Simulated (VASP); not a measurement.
# Au (Fm-3m) in VASP: a series of runs

Au is run at these levels: PBE; tasks: single point.

Program: VASP 6.6.1. These are calculated values, not measurements. Logs are shortened: lines on timing, memory, paths and dates and some standing lists are left out, and cuts for length are marked.

## (1) The cell of the first run

It takes space group Fm-3m (No. 225, cubic). The conventional cell has a = 4.185 Å, b = 4.185 Å, c = 4.185 Å, α = 90.00°, β = 90.00°, γ = 90.00°. Within 3.9 Å of Au (site symmetry m-3m) lie 12 Au at 2.96 Å.

## (2) Single point, PBE

INCAR reads:

```
SYSTEM = Au
  PREC = Accurate
  ENCUT = 520
  EDIFF = 1E-6
  ISMEAR = -1
  SIGMA = 0.06122561905347299
  LREAL = .False.
  LASPH = .True.
  NELM = 60
  ALGO = Normal
  ISIF = 2
  LWAVE = .False.
  LCHARG = .False.
  GGA = PE
  NBANDS = 12
```

KPOINTS reads:

```
regular mesh
0
Gamma
  15 15 15
  0 0 0
```

POSCAR reads:

```
Au
1.0
    0.0000000000      2.0924381474      2.0924381474
    2.0924381474      0.0000000000      2.0924381474
    2.0924381474      2.0924381474      0.0000000000
Au
1
Direct
    0.0000000000      0.0000000000      0.0000000000
```

Potentials or basis: VASP PAW PBE potentials, release 64 (Au).

The run is started by

```bash
$ cat potpaw_PBE.64/Au/POTCAR > POTCAR
$ mpirun -np 1 vasp_std > vasp.out
```

OUTCAR:

```text
SYSTEM = Au
   PREC = Accurate
   ENCUT = 520
   EDIFF = 1E-6
   ISMEAR = -1
   LREAL = .False.
   LASPH = .True.
   NELM = 60
   ISIF = 2
   GGA = PE

 ion  position               nearest neighbor table
   1  0.000  0.000  0.000-

  LATTYP: Found a face centered cubic cell.
 ALAT       =     4.1848762948

  Lattice vectors:

 A1 = (   0.0000000000,   2.0924381474,   2.0924381474)
 A2 = (   2.0924381474,   0.0000000000,   2.0924381474)
 A3 = (   2.0924381474,   2.0924381474,   0.0000000000)

Analysis of symmetry for initial positions (statically):
=====================================================================
 Subroutine PRICEL returns:
 Original cell was already a primitive cell.

 Routine SETGRP: Setting up the symmetry group for a
 face centered cubic supercell.

 Subroutine GETGRP returns: Found 48 space group operations
 (whereof 48 operations were pure point group operations)
 out of a pool of 48 trial point group operations.

The static configuration has the point symmetry O_h .

Analysis of symmetry for dynamics (positions and initial velocities):
=====================================================================
 Subroutine PRICEL returns:
 Original cell was already a primitive cell.

 Routine SETGRP: Setting up the symmetry group for a
 face centered cubic supercell.

 Subroutine GETGRP returns: Found 48 space group operations
 (whereof 48 operations were pure point group operations)
 out of a pool of 48 trial point group operations.

The dynamic configuration has the point symmetry O_h .

 Subroutine INISYM returns: Found 48 space group operations
 (whereof 48 operations are pure point group operations),
 and found     1 'primitive' translations

----------------------------------------------------------------------------------------

                                     Primitive cell

  volume of cell :      18.3226

  direct lattice vectors                    reciprocal lattice vectors
     0.000000000  2.092438147  2.092438147    -0.238955689  0.238955689  0.238955689
     2.092438147  0.000000000  2.092438147     0.238955689 -0.238955689  0.238955689
     2.092438147  2.092438147  0.000000000     0.238955689  0.238955689 -0.238955689

  length of vectors
     2.959154406  2.959154406  2.959154406     0.413883395  0.413883395  0.413883395

  position of ions in fractional coordinates (direct lattice)
     0.000000000  0.000000000  0.000000000

  ion indices of the primitive-cell ions
   primitive index   ion index
                 1           1

----------------------------------------------------------------------------------------

 KPOINTS: regular mesh

Automatic generation of k-mesh.
 Grid dimensions read from file:
 generate k-points for:   15   15   15

 Generating k-lattice:

  Cartesian coordinates                     Fractional coordinates (reciprocal lattice)
    -0.015930379  0.015930379  0.015930379     0.066666667  0.000000000  0.000000000
     0.015930379 -0.015930379  0.015930379     0.000000000  0.066666667  0.000000000
     0.015930379  0.015930379 -0.015930379     0.000000000  0.000000000  0.066666667

  Length of vectors
     0.027592226  0.027592226  0.027592226

  Shift w.r.t. Gamma in fractional coordinates (k-lattice)
     0.000000000  0.000000000  0.000000000

 Subroutine IBZKPT returns following result:
 ===========================================

 Found    120 irreducible k-points:

 Following reciprocal coordinates:
            Coordinates               Weight
  0.000000  0.000000  0.000000      1.000000
  0.066667  0.000000  0.000000      8.000000
  0.133333  0.000000  0.000000      8.000000
  0.200000  0.000000  0.000000      8.000000
  0.266667  0.000000  0.000000      8.000000
  0.333333  0.000000  0.000000      8.000000
[... 16 lines left out ...]
  0.133333  0.133333  0.000000      6.000000
  0.200000  0.133333  0.000000     24.000000
 [... further k-points ...]
   k-points           NKPTS =    120   k-points in BZ     NKDIM =    120   number of bands    NBANDS=     12
   number of dos      NEDOS =    301   number of ions     NIONS =      1
   total plane-waves  NPLWV =  13824
   dimension x,y,z NGX =    24 NGY =   24 NGZ =   24
   dimension x,y,z NGXF=    48 NGYF=   48 NGZF=   48
   ions per type =               1
   NGX,Y,Z   is equivalent  to a cutoff of  13.48, 13.48, 13.48 a.u.
   NGXF,Y,Z  is equivalent  to a cutoff of  26.97, 26.97, 26.97 a.u.
 SYSTEM =  Au
   PREC   = accura    normal or accurate (medium, high low for compatibility)
   ISTART =      0    job   : 0-new  1-cont  2-samecut
   ICHARG =      2    charge: 1-file 2-atom 10-const
   ISPIN  =      1    spin polarized calculation?
   LNONCOLLINEAR =      F non collinear calculations
   LSORBIT =      F    spin-orbit coupling
   LASPH  =      T    aspherical Exc in radial PAW
   ENCUT  =  520.0 eV  38.22 Ry    6.18 a.u.   5.50  5.50  5.50*2*pi/ulx,y,z
   NELM   =     60;   NELMIN=  2; NELMDL= -5     # of ELM steps
   EDIFF  = 0.1E-05   stopping-criterion for ELM
   LREAL  =      F    real-space projection
   EDIFFG = 0.1E-04   stopping-criterion for IOM
   NSW    =      0    number of steps for IOM
   IBRION =     -1    ionic relax: 0-MD 1-quasi-New 2-CG
   NFREE  =      0    steps in history (QN), initial steepest desc. (CG)
   ISIF   =      2    stress and relaxation
   ISYM   =      2    0-nonsym 1-usesym 2-fastsym
   POTIM  = 0.5000    time-step for ionic-motion
   TEBEG  =    0.0;   TEEND  =   0.0 temperature during run
   PSTRESS=    0.0 pullay stress
   NELECT =      11.0000    total number of electrons
   NUPDOWN=      -1.0000    fix difference up-down
   EMIN   =  10.00;   EMAX   =-10.00  energy-range for DOS
   EFERMI =   0.00;   METHOD = LEGACY
   ISMEAR =    -1;   SIGMA  =   0.06  broadening in eV -4-tet -1-fermi 0-gaus
   EFERMI_NEDOS =   21; number of points for ismear=-14 and -15
   IALGO  =     38    algorithm
   IMIX   =      4    mixing-type and parameters
     AMIX     =   0.40;   BMIX     =  1.00
     AMIX_MAG =   1.60;   BMIX_MAG =  1.00
  volume/ion in A,a.u.               =      18.32       123.65
  Fermi-wavevector in a.u.,A,eV,Ry     =   1.381051  2.609808 25.950423  1.907302
  Thomas-Fermi vector in A             =   2.505871
   LORBIT       =      0    0 simple, 1 ext, 2 COOP (PROOUT), +10 PAW based schemes
   GGA     = PE    functional components
   LHFCALC =     F    Hartree Fock is set to
   AEXX    =    0.0000 exact exchange contribution
   IVDW    =     0    specifies the selected vdW correction
   LEPSILON=     F    determine dielectric tensor
   LRPA    =     F    only Hartree local field effects (RPA)
 non-spin polarized calculation
  energy-cutoff  :      520.00
  volume of cell :       18.32
 maximum number of plane-waves:       531
 NGX is ok and might be reduce to    24
   NGX = 11   NGY = 11   NGZ = 11

 number of electron      11.0000000 magnetization

 Free energy of the ion-electron system (eV)
  ---------------------------------------------------
  ext. energy  EPLUGINS =         0.00000000
  ---------------------------------------------------
  free energy    TOTEN  =        -3.21869796 eV

  energy without entropy =       -3.21415842  energy(sigma->0) =       -3.21642819

 E-fermi :   8.4280     XC(G=0): -12.2869

 val. band max:        8.4270733042   @ k =  -0.2667   0.2667   0.0000
 cond. band min:       8.4427926343   @ k =   0.4667   0.2667   0.0000
 fundamental gap:      0.0157193301
 Fermi energy:         8.4279848234

 k-point     1 :       0.0000    0.0000    0.0000
  band No.  band energies     occupation
      1      -0.8015      2.00000
      2       3.9876      2.00000
      3       3.9876      2.00000
      4       3.9876      2.00000
      5       5.3188      2.00000
      6       5.3188      2.00000
      7      22.9082      0.00000
      8      26.4896      0.00000
      9      26.4896      0.00000
     10      26.4896      0.00000
     11      31.1720      0.00000
     12      35.0622      0.00000

 k-point     2 :       0.0667    0.0000    0.0000
  band No.  band energies     occupation
      1      -0.6563      2.00000
      2       3.9445      2.00000
      3       4.0350      2.00000
      4       4.0350      2.00000
      5       5.2987      2.00000
      6       5.2987      2.00000
      7      23.0560      0.00000
      8      25.5052      0.00000
      9      26.6400      0.00000
     10      26.6400      0.00000
     11      31.8126      0.00000
     12      33.6770      0.00000

 k-point     3 :       0.1333    0.0000    0.0000
  band No.  band energies     occupation
      1      -0.2373      2.00000
      2       3.8455      2.00000
      3       4.1495      2.00000
      4       4.1495      2.00000
      5       5.2687      2.00000
      6       5.2687      2.00000
      7      23.0112      0.00000
      8      23.9314      0.00000
      9      27.0367      0.00000
     10      27.0367      0.00000
     11      30.6726      0.00000
     12      32.7445      0.00000

 k-point     4 :       0.2000    0.0000    0.0000
  band No.  band energies     occupation
      1       0.3896      2.00000
      2       3.7895      2.00000
      3       4.2409      2.00000
      4       4.2409      2.00000
      5       5.3221      2.00000
      6       5.3221      2.00000
      7      20.9065      0.00000
      8      23.9536      0.00000
      9      27.4490      0.00000
     10      27.4490      0.00000
     11      29.5194      0.00000
     12      31.3145      0.00000

 k-point     5 :       0.2667    0.0000    0.0000
  band No.  band energies     occupation
      1       1.0516      2.00000
      2       3.9838      2.00000
      3       4.2218      2.00000
      4       4.2218      2.00000
      5       5.5401      2.00000
      6       5.5401      2.00000
      7      18.3571      0.00000
      8      23.7155      0.00000
      9      27.2805      0.00000
     10      27.2806      0.00000
     11      29.6517      0.00000
     12      30.7023      0.00000

 k-point     6 :       0.3333    0.0000    0.0000
  band No.  band energies     occupation
      1       1.4752      2.00000
      2       4.1253      2.00000
      3       4.1253      2.00000
      4       4.7173      2.00000
      5       5.8629      2.00000
      6       5.8629      2.00000
      7      15.7635      0.00000
      8      23.1538      0.00000
      9      26.3841      0.00000
     10      26.3841      0.00000
     11      30.7709      0.00000
     12      31.0885      0.00000

 k-point     7 :       0.4000    0.0000    0.0000
  band No.  band energies     occupation
      1       1.6124      2.00000
      2       4.0256      2.00000
      3       4.0256      2.00000
      4       6.0005      2.00000
      5       6.1677      2.00000
      6       6.1677      2.00000
      7      13.3142      0.00000
      8      22.6531      0.00000
      9      25.4791      0.00000
     10      25.4791      0.00000
     11      31.7117      0.00000
     12      31.7117      0.00000

 k-point     8 :       0.4667    0.0000    0.0000
  band No.  band energies     occupation
      1       1.6320      2.00000
      2       3.9665      2.00000
      3       3.9665      2.00000
      4       6.3508      2.00000
      5       6.3508      2.00000
      6       7.3887      2.00000
      7      11.3726      0.00000
      8      22.3796      0.00000
      9      24.9587      0.00000
     10      24.9587      0.00000
     11      32.1122      0.00000
     12      32.1122      0.00000
[... 166 lines left out ...]
 k-point    20 :      -0.2000    0.0667    0.0000
  band No.  band energies     occupation
      1       0.7410      2.00000
      2       3.7084      2.00000
      3       4.2769      2.00000
      4       4.3199      2.00000
      5       5.1502      2.00000
      6       5.6374      2.00000
      7      20.1453      0.00000
      8      23.7134      0.00000
      9      26.0995      0.00000
     10      28.3616      0.00000
     11      29.0425      0.00000
     12      30.7163      0.00000

 k-point    21 :      -0.1333    0.0667    0.0000
  band No.  band energies     occupation
      1       0.0768      2.00000
      2       3.7428      2.00000
      3       4.2361      2.00000
      4       4.2477      2.00000
      5       5.1054      2.00000
      6       5.4291      2.00000
      7      22.5198      0.00000
      8      23.7029      0.00000
      9      26.0891      0.00000
     10      28.1359      0.00000
     11      29.3314      0.00000
     12      32.6679      0.00000

 k-point    22 :      -0.0667    0.0667    0.0000
  band No.  band energies     occupation
      1      -0.4188      2.00000
      2       3.8606      2.00000
      3       4.1010      2.00000
      4       4.1343      2.00000
      5       5.1983      2.00000
      6       5.3482      2.00000
      7      23.2569      0.00000
      8      24.5837      0.00000
      9      26.1333      0.00000
     10      27.2634      0.00000
     11      31.1883      0.00000
     12      33.2766      0.00000

 k-point    23 :       0.1333    0.1333    0.0000
  band No.  band energies     occupation
      1      -0.0444      2.00000
      2       3.6402      2.00000
      3       4.3156      2.00000
      4       4.3156      2.00000
      5       4.9617      2.00000
      6       5.4756      2.00000
      7      23.7056      0.00000
      8      24.8717      0.00000
      9      25.4779      0.00000
     10      25.4779      0.00000
     11      30.8075      0.00000
     12      32.4669      0.00000

 k-point    24 :       0.2000    0.1333    0.0000
  band No.  band energies     occupation
      1       0.4358      2.00000
      2       3.4873      2.00000
      3       4.4310      2.00000
      4       4.4743      2.00000
      5       4.9037      2.00000
      6       5.5656      2.00000
      7      22.8875      0.00000
      8      24.1749      0.00000
      9      24.9069      0.00000
     10      26.1150      0.00000
     11      28.9168      0.00000
     12      32.2586      0.00000

 [... further k-points ...]
[... 5 lines left out ...]
  --------------------------------------------------------------------------------------
  -------------------------------------------------------------------------------------
  Total       -0.3293178     -0.3293178     -0.3293178     -0.0000000      0.0000000     -0.0000000
  in kB      -28.7963830    -28.7963830    -28.7963830     -0.0000000      0.0000000     -0.0000000
  external PRESSURE =     -28.7963830 kB  Pullay stress =       0.0000000 kB

 VOLUME and BASIS-vectors are now :
 -----------------------------------------------------------------------------
  energy-cutoff  :      520.00
  volume of cell :       18.32
      direct lattice vectors                 reciprocal lattice vectors
     0.000000000  2.092438147  2.092438147    -0.238955689  0.238955689  0.238955689
     2.092438147  0.000000000  2.092438147     0.238955689 -0.238955689  0.238955689
     2.092438147  2.092438147  0.000000000     0.238955689  0.238955689 -0.238955689

 POSITION                                       TOTAL-FORCE (eV/Angst)
 -----------------------------------------------------------------------------------
      0.00000      0.00000      0.00000        -0.000000      0.000000      0.000000
 -----------------------------------------------------------------------------------
    total drift:                               -0.000000     -0.000000     -0.000000

  FREE ENERGIE OF THE ION-ELECTRON SYSTEM (eV)
  ---------------------------------------------------
  free  energy   TOTEN  =        -3.2186979573 eV

  energy  without entropy=       -3.2141584220  energy(sigma->0) =       -3.21642819
```

Run time: 39 s. Hardware: 1 thread of AMD EPYC 7R43 (Zen 3), shared host; peak memory 0.12 GiB.

What came out:

```
Free energy : -3.2187 eV
Pressure    : -2.9 GPa
```

Levels at points of the mesh, in eV from the Fermi level:
| k point | band 4 | band 5 | band 6 | band 7 | band 8 | band 9 |
| --- | --- | --- | --- | --- | --- | --- |
| (0.00, 0.00, 0.00) | -4.44 | -3.11 | -3.11 | 14.48 | 18.06 | 18.06 |

Caveat: spin-orbit coupling is left out, which moves the levels of the heavy elements.

(Part 1 of 2 ends here.)
